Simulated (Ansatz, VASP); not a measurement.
TiAl3 in VASP and in Ansatz

INCAR

```
SYSTEM = TiAl3
ALGO     = Fast           ! electronic algorithm
EDIFF    = 1E-6           ! SCF threshold, eV
ENCUT    = 520            ! plane-wave cutoff, eV
GGA      = PE             ! functional
ISIF     = 2              ! what is computed and relaxed
ISMEAR   = 0              ! smearing method
LASPH    = .True.         ! aspherical terms in the spheres
LCHARG   = .True.         ! write CHGCAR
LELF     = .True.         ! ELF
LREAL    = .False.        ! projectors in reciprocal space
LVHAR    = .True.       
LWAVE    = .False.        ! write WAVECAR
NBANDS   = 18             ! bands
NELM     = 100            ! most SCF steps
PREC     = Accurate       ! precision mode
SIGMA    = 0.15           ! smearing width, eV
```

KPOINTS

```
k-points
0
Gamma
  14 14 14
  0 0 0
```

POSCAR

```
TiAl3
1.0
   -1.7110952925      1.8520203317      4.3111351100
    1.7110952925     -1.8520203317      4.3111351100
    1.7110952925      1.8520203317     -4.3111351100
Ti Al
1 3
Direct
    0.0000000000      0.0000000000      0.0000000000
    0.5000000000      0.5000000000      0.0000000000
    0.7500000000      0.2500000000      0.5000000000
    0.2500000000      0.7500000000      0.5000000000
```

Input for Ansatz:

```yaml
crystal:
  lattice:
    - [-1.7110952925, 1.8520203317, 4.31113511]
    - [1.7110952925, -1.8520203317, 4.31113511]
    - [1.7110952925, 1.8520203317, -4.31113511]
  atoms:
    - { symbol: Ti, position: [0.0, 0.0, 0.0] }
    - { symbol: Al, position: [0.5, 0.5, 0.0] }
    - { symbol: Al, position: [0.75, 0.25, 0.5] }
    - { symbol: Al, position: [0.25, 0.75, 0.5] }
basis:
  ecutwfc: 520.0
kpoints:
  mp_grid: { grid: [14, 14, 14] }
hamiltonian:
  xc: pbe
  pseudopotentials: { kind: paw, azcp: { folder: soft_1 } }
scf:
  occupations: { method: gaussian, width: 0.15 }
output:
  forces: true
  stress: true
  eigenvalues: true
  write_density: true
  write_potential: true
  elf: true
  volumetric_format: npy
```

Change from the starting cell: normal strain along x -0.1100, normal strain along y -0.0367.

Alike in both runs: task single point; functional PBE; k mesh 14 × 14 × 14; occupations gaussian, width 0.15 eV; no spin polarisation.

|  | VASP | Ansatz |
| --- | --- | --- |
| version | VASP 6.6.1 | Ansatz 0.2.0 |
| potentials or method | VASP PAW PBE potentials, release 64 (Ti_sv, Al), cutoff 520 eV | scalar-relativistic, plane waves, PAW |
| valence electrons in the cell | 21 | 21 |

```tsv
	VASP	Ansatz	Ansatz less VASP
gap on the k mesh at the Fermi level (eV)	none	none	-
pressure (GPa)	23.0	23.0	-0.01
traceless stress, the component that is largest in VASP (GPa)	-13.55	-13.54	+0.011
rms of the force components (eV/Å)	0.016	0.016	-0.0001
```

Atom by atom the forces differ by 0.000 eV/Å (rms over components). A gap of «none» marks a metal or a gap that the smearing closes.
